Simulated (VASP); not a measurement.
A run of VASP 6.6.1 is set up as follows.

File INCAR:

```
PREC     = Accurate       # precision mode
ENCUT    = 520            # plane-wave cutoff, eV
EDIFF    = 1E-7           # SCF threshold, eV
ISMEAR   = 0              # smearing method
SIGMA    = 0.1            # smearing width, eV
LREAL    = F              # projectors in reciprocal space
LASPH    = T              # aspherical terms in the spheres
NELM     = 150            # most SCF steps
ALGO     = Normal         # electronic algorithm
ISIF     = 2              # what is computed and relaxed
LWAVE    = F              # write WAVECAR
LCHARG   = F              # write CHGCAR
ISPIN    = 2              # spin polarisation
MAGMOM   = 2.58 2.58 0 0  # initial moments
LORBIT   = 11             # projections on sites
LMAXMIX  = 4              # l up to which the mixer works
GGA      = PE             # functional
NBANDS   = 30             # bands
```

File KPOINTS:

```
Automatic mesh
0
Gamma
  4 4 4
```

The input POSCAR:

```
MnSb
1.0
    4.5716197844      0.0000000000      0.0000000000
    0.0000000000      4.5716197844      0.0000000000
    0.0000000000      0.0000000000      3.7400225540
Mn Sb
2 2
Direct
    0.0000000000      0.5000000000      0.4999744037
    0.5000000000      0.0000000000      0.5000255963
    0.0000000000      0.0000000000      0.0000000000
    0.5000000000      0.5000000000      0.0000000000
```

Potentials or basis: VASP PAW PBE potentials, release 64 (Mn_pv, Sb).

The run is started by

```sh
$ cat potpaw_PBE.64/Mn_pv/POTCAR potpaw_PBE.64/Sb/POTCAR > POTCAR
$ mpirun -np 1 vasp_std > vasp.out
```

(1) Predict the site moments.

(2) Estimate the net moment.

(3) Predict the pressure.

Results:

(1) Mn +3.47; Sb -0.06 μB.

(2) 6.99 μB per cell.

(3) 0.2 GPa.

Caveat: the k points lie up to 0.42 Å⁻¹ apart; only a ferromagnetic start was run, and an antiferromagnetic order may lie lower in energy.
